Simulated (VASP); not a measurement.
# SiO2 in VASP: further runs

SiO2 is run at these levels: PBE+D3(BJ); tasks: single point.

Everything below comes from runs of VASP 6.6.1. Logs are shortened: lines on timing, memory, paths and dates and some standing lists are left out, and cuts for length are marked.

**1. The cell of the first run**

The cell holds a sheet with vacuum, 6 atoms: a = 3.338 Å, b = 3.338 Å, c = 29.981 Å, α = 90.00°, β = 90.00°, γ = 90.00°.

**2. Single point, PBE+D3(BJ)**

INCAR reads:

```
ALGO     = Normal         # electronic algorithm
DIPOL    = 0.5 0.5 0.300
EDIFF    = 1E-6           # SCF threshold, eV
ENCUT    = 520            # plane-wave cutoff, eV
GGA      = PE             # functional
IDIPOL   = 3            
ISIF     = 2              # what is computed and relaxed
ISMEAR   = 0              # smearing method
IVDW     = 12             # dispersion correction
LASPH    = True           # aspherical terms in the spheres
LCHARG   = False          # write CHGCAR
LDIPOL   = True         
LREAL    = False          # projectors in reciprocal space
LWAVE    = False          # write WAVECAR
NBANDS   = 25             # bands
NELM     = 100            # most SCF steps
PREC     = Accurate       # precision mode
SIGMA    = 0.1            # smearing width, eV
```

KPOINTS reads:

```
k-points
0
Gamma
  4 4 1
```

POSCAR reads:

```
SiO2
1.0
    3.3376410807      0.0000000000      0.0000000000
    0.0000000000      3.3376410807      0.0000000000
    0.0000000000      0.0000000000     29.9813375200
Si O
2 4
Direct
    0.0000000000      0.0000000000      0.2496641630
    0.5000000000      0.5000000000      0.3507093189
    0.0000000000      0.5000000000      0.2489802651
    0.5000000000      0.0000000000      0.2489802651
    0.5000000000      0.0000000000      0.3513932169
    0.0000000000      0.5000000000      0.3513932169
```

Potentials or basis: VASP PAW PBE potentials, release 64 (Si, O).

Launch:

```bash
> cat potpaw_PBE.64/Si/POTCAR potpaw_PBE.64/O/POTCAR > POTCAR
> mpirun -np 1 vasp_std > vasp.out
```

OUTCAR:

```text
EDIFF = 1E-6
   ENCUT = 520
   GGA = PE
   ISIF = 2
   ISMEAR = 0
   IVDW = 12
   LASPH = True
   LREAL = False
   NELM = 100
   PREC = Accurate
 IVDW          = 12

 ion  position               nearest neighbor table
   1  0.000  0.000  0.250-   3 1.67   4 1.67   3 1.67   4 1.67
   2  0.500  0.500  0.351-   5 1.67   6 1.67   5 1.67   6 1.67
   3  0.000  0.500  0.249-   1 1.67   1 1.67
   4  0.500  0.000  0.249-   1 1.67   1 1.67
   5  0.500  0.000  0.351-   2 1.67   2 1.67
   6  0.000  0.500  0.351-   2 1.67   2 1.67

  LATTYP: Found a simple tetragonal cell.
 ALAT       =     3.3376410807
 C/A-ratio  =     8.9827925757

  Lattice vectors:

 A1 = (   3.3376410807,   0.0000000000,   0.0000000000)
 A2 = (   0.0000000000,   3.3376410807,   0.0000000000)
 A3 = (   0.0000000000,   0.0000000000,  29.9813375200)

Analysis of symmetry for initial positions (statically):
=====================================================================
 Subroutine PRICEL returns:
 Original cell was already a primitive cell.

 Routine SETGRP: Setting up the symmetry group for a
 simple tetragonal supercell.

 Subroutine GETGRP returns: Found 16 space group operations
 (whereof  8 operations were pure point group operations)
 out of a pool of 16 trial point group operations.

The static configuration has the point symmetry C_4v.
 The point group associated with its full space group is D_4h.

Analysis of symmetry for dynamics (positions and initial velocities):
=====================================================================
 Subroutine PRICEL returns:
 Original cell was already a primitive cell.

 Routine SETGRP: Setting up the symmetry group for a
 simple tetragonal supercell.

 Subroutine GETGRP returns: Found 16 space group operations
 (whereof  8 operations were pure point group operations)
 out of a pool of 16 trial point group operations.

The dynamic configuration has the point symmetry C_4v.
 The point group associated with its full space group is D_4h.

 Subroutine INISYM returns: Found 16 space group operations
 (whereof  8 operations are pure point group operations),
 and found     1 'primitive' translations

----------------------------------------------------------------------------------------

                                     Primitive cell

  volume of cell :     333.9875

[... 84 lines left out ...]
   ISYM   =      2    0-nonsym 1-usesym 2-fastsym
   POTIM  = 0.5000    time-step for ionic-motion
   TEBEG  =    0.0;   TEEND  =   0.0 temperature during run
   PSTRESS=    0.0 pullay stress
   NELECT =      32.0000    total number of electrons
   NUPDOWN=      -1.0000    fix difference up-down
   EMIN   =  10.00;   EMAX   =-10.00  energy-range for DOS
   EFERMI =   0.00;   METHOD = LEGACY
   ISMEAR =     0;   SIGMA  =   0.10  broadening in eV -4-tet -1-fermi 0-gaus
   EFERMI_NEDOS =   21; number of points for ismear=-14 and -15
   IALGO  =     38    algorithm
   IMIX   =      4    mixing-type and parameters
     AMIX     =   0.40;   BMIX     =  1.00
     AMIX_MAG =   1.60;   BMIX_MAG =  1.00
  volume/ion in A,a.u.               =      55.66       375.64
  Fermi-wavevector in a.u.,A,eV,Ry     =   0.749114  1.415621  7.635211  0.561172
  Thomas-Fermi vector in A             =   1.845559
   LORBIT       =      0    0 simple, 1 ext, 2 COOP (PROOUT), +10 PAW based schemes
   GGA     = PE    functional components
   LHFCALC =     F    Hartree Fock is set to
   AEXX    =    0.0000 exact exchange contribution
   IVDW    =    12    specifies the selected vdW correction
   LEPSILON=     F    determine dielectric tensor
   LRPA    =     F    only Hartree local field effects (RPA)
 non-spin polarized calculation
 Gauss-broadening in eV      SIGMA  =   0.10
  energy-cutoff  :      520.00
  volume of cell :      333.99
 maximum number of plane-waves:      9056
 NGX is ok and might be reduce to    28
   NGX = 13   NGY = 13   NGZ =111

 dipolmoment           0.000000      0.000000     -0.000094 electrons x Angstroem

 number of electron      32.0000016 magnetization

 dipolmoment           0.000000      0.000000      0.000004 electrons x Angstroem

 Free energy of the ion-electron system (eV)
  ---------------------------------------------------
  ext. energy  EPLUGINS =         0.00000000
  ---------------------------------------------------
  free energy    TOTEN  =       -40.87405253 eV

  energy without entropy =      -40.86444886  energy(sigma->0) =      -40.86925070

 E-fermi :  -1.8236     XC(G=0):  -2.4261

 val. band max:       -1.8497419727   @ k =   0.5000   0.5000   0.0000
 cond. band min:      -0.9297049494   @ k =   0.5000   0.5000   0.0000
 fundamental gap:      0.9200370233
 Fermi energy:        -1.8236334830

 k-point     1 :       0.0000    0.0000    0.0000
  band No.  band energies     occupation
      1     -23.6084      2.00000
      2     -23.4348      2.00000
      3     -19.9325      2.00000
      4     -19.8527      2.00000
      5     -10.5824      2.00000
      6     -10.5824      2.00000
[... 157 lines left out ...]
     24       7.3568      0.00000
     25       7.4948      0.00000

------------------------ aborting loop because EDIFF is reached ----------------------------------------

 vacuum level on the upper side and lower side of the slab       (xc-potential included)        -0.007        -0.007

 Edisp (eV)   -0.68678

 E8    (eV) :    -0.2492

  FORCE on cell =-STRESS in cart. coord.  units (eV):
  Direction    XX          YY          ZZ          XY          YZ          ZX
  --------------------------------------------------------------------------------------
  -------------------------------------------------------------------------------------
  Total       0.17725     0.17725    -0.08842     0.00000     0.00000    -0.00000
  in kB       0.85031     0.85031    -0.42418     0.00000     0.00000    -0.00000
  external pressure =        0.43 kB  Pullay stress =        0.00 kB

 VOLUME and BASIS-vectors are now :
 -----------------------------------------------------------------------------
  energy-cutoff  :      520.00
  volume of cell :      333.99
      direct lattice vectors                 reciprocal lattice vectors
     3.337641081  0.000000000  0.000000000     0.299612803  0.000000000  0.000000000
     0.000000000  3.337641081  0.000000000     0.000000000  0.299612803  0.000000000
     0.000000000  0.000000000 29.981337520     0.000000000  0.000000000  0.033354082

 POSITION                                       TOTAL-FORCE (eV/Angst)
 -----------------------------------------------------------------------------------
      0.00000      0.00000      7.48527         0.000000     -0.000000     -0.003837
      1.66882      1.66882     10.51473         0.000000      0.000000      0.003837
      0.00000      1.66882      7.46476         0.000000      0.000000      0.000244
      1.66882      0.00000      7.46476        -0.000000      0.000000      0.000244
      1.66882      0.00000     10.53524         0.000000     -0.000000     -0.000244
      0.00000      1.66882     10.53524         0.000000     -0.000000     -0.000244
 -----------------------------------------------------------------------------------
    total drift:                                0.000000     -0.000000      0.000061

  FREE ENERGIE OF THE ION-ELECTRON SYSTEM (eV)
  ---------------------------------------------------
  free  energy   TOTEN  =       -41.5608309594 eV

  energy  without entropy=      -41.5512272929  energy(sigma->0) =      -41.55602913

 vacuum level on the upper side and lower side of the slab         1.792         1.792
```

OSZICAR:

```text
N       E                     dE             d eps       ncg     rms          rms(c)
DAV:   1     0.315743872475E+03    0.31574E+03   -0.12287E+04   324   0.964E+02
DAV:   2     0.492264784081E+01   -0.31082E+03   -0.28489E+03   460   0.232E+02
DAV:   3    -0.487594638655E+02   -0.53682E+02   -0.53099E+02   349   0.115E+02
[... 15 lines left out ...]
DAV:  19    -0.408740269842E+02   -0.38327E-04   -0.51505E-06   250   0.529E-03    0.130E-03
DAV:  20    -0.408740428082E+02   -0.15824E-04   -0.10035E-06   249   0.228E-03    0.194E-03
DAV:  21    -0.408740489977E+02   -0.61895E-05   -0.36510E-07   243   0.200E-03    0.390E-04
DAV:  22    -0.408740519676E+02   -0.29699E-05   -0.19924E-07   257   0.205E-03    0.934E-04
DAV:  23    -0.408740525315E+02   -0.56391E-06   -0.35276E-08   269   0.116E-03
   1 F= -.41560831E+02 E0= -.41556029E+02  d E =-.960367E-02
```

stdout:

```text
POSCAR found type information on POSCAR SiO
 POSCAR found :  2 types and       6 ions
 scaLAPACK will be used
 LDA part: xc-table for (Slater+PW92), standard interpolation
 POSCAR, INCAR and KPOINTS ok, starting setup
 FFT: planning ... GRIDC
 FFT: planning ... GRID_SOFT
 FFT: planning ... GRID
 WAVECAR not read
 entering main loop
```

Run time: 76 s. Hardware: 1 thread of Intel Xeon Platinum 8488C (Sapphire Rapids), shared host; peak memory 0.43 GiB.

What came out:

```yaml
Free_energy: -41.5608 eV
Largest_force: 0.004 eV/Å
Band_gap_on_the_k_mesh: zero (bands 16 and 17 overlap by 0.01 eV)
Dispersion_energy_per_atom: -0.114 eV
```

Forces in eV/Å, atoms in the order of the input:
```
Si   0.000  0.000 -0.004
Si   0.000  0.000  0.004
O    0.000  0.000  0.000
O    0.000  0.000  0.000
O    0.000  0.000  0.000
O    0.000  0.000  0.000
```

Caveat: the k points lie up to 0.47 Å⁻¹ apart.

**3. Single point, PBE+D3(BJ)**

INCAR reads:

```
SYSTEM = SiO2
PREC = Accurate
ENCUT = 520
EDIFF = 1E-6
ISMEAR = 0
SIGMA = 0.1
LREAL = .False.
LASPH = .True.
NELM = 60
ALGO = Normal
ISIF = 2
LWAVE = .False.
LCHARG = .False.
LDIPOL = .True.
IDIPOL = 3
DIPOL = 0.5 0.5 0.300
GGA = PE
IVDW = 12
NBANDS = 25
```

KPOINTS reads:

```
Automatic mesh
0
Gamma
  6 6 1
  0 0 0
```

POSCAR reads:

```
SiO2
1.0
    3.3372041271      0.0000000000      0.0000000000
    0.0000000000      3.3372041271      0.0000000000
    0.0000000000      0.0000000000     29.9813375200
Si O
2 4
Direct
    0.0000000000      0.0000000000      0.2499745473
    0.5000000000      0.5000000000      0.3503989346
    0.0000000000      0.5000000000      0.2492849179
    0.5000000000      0.0000000000      0.2492849179
    0.5000000000      0.0000000000      0.3510885641
    0.0000000000      0.5000000000      0.3510885641
```

Potentials or basis: VASP PAW PBE potentials, release 64 (Si, O).

Launch:

```bash
> cat potpaw_PBE.64/Si/POTCAR potpaw_PBE.64/O/POTCAR > POTCAR
> mpirun -np 1 vasp_std > vasp.out
```

Run time: 1.9 min. Hardware: 1 thread of Intel Xeon Platinum 8488C (Sapphire Rapids), shared host; peak memory 0.43 GiB.

It converged, with:

```yaml
Free_energy: -41.5596 eV
Largest_force: 0.008 eV/Å
Band_gap_on_the_k_mesh: zero (bands 16 and 17 overlap by 0.04 eV)
Dispersion_energy_per_atom: -0.115 eV
```

Forces in eV/Å, atoms in the order of the input:
```
Si   0.000  0.000  0.008
Si   0.000  0.000 -0.008
O    0.000  0.000 -0.004
O    0.000  0.000 -0.004
O    0.000  0.000  0.004
O    0.000  0.000  0.004
```

Levels at points of the mesh, in eV from the Fermi level:
| k point | band 12 | band 13 | band 14 | band 15 | band 16 | band 17 | band 18 | band 19 | band 20 | band 21 |
| --- | --- | --- | --- | --- | --- | --- | --- | --- | --- | --- |
| (0.00, 0.00, 0.00) | -2.27 | -1.74 | -1.74 | -1.73 | -1.73 | -0.06 | 0.88 | 3.19 | 3.24 | 3.62 |
| (0.50, 0.00, 0.00) | -4.02 | -3.32 | -3.32 | -3.31 | -3.31 | 3.18 | 3.18 | 3.62 | 3.62 | 6.23 |
| (0.50, 0.50, 0.00) | -4.52 | -3.67 | -3.67 | -0.02 | -0.02 | 0.86 | 0.86 | 4.94 | 4.94 | 8.39 |

The gap in the log of VASP goes by the Fermi energy; the results here count the filled bands.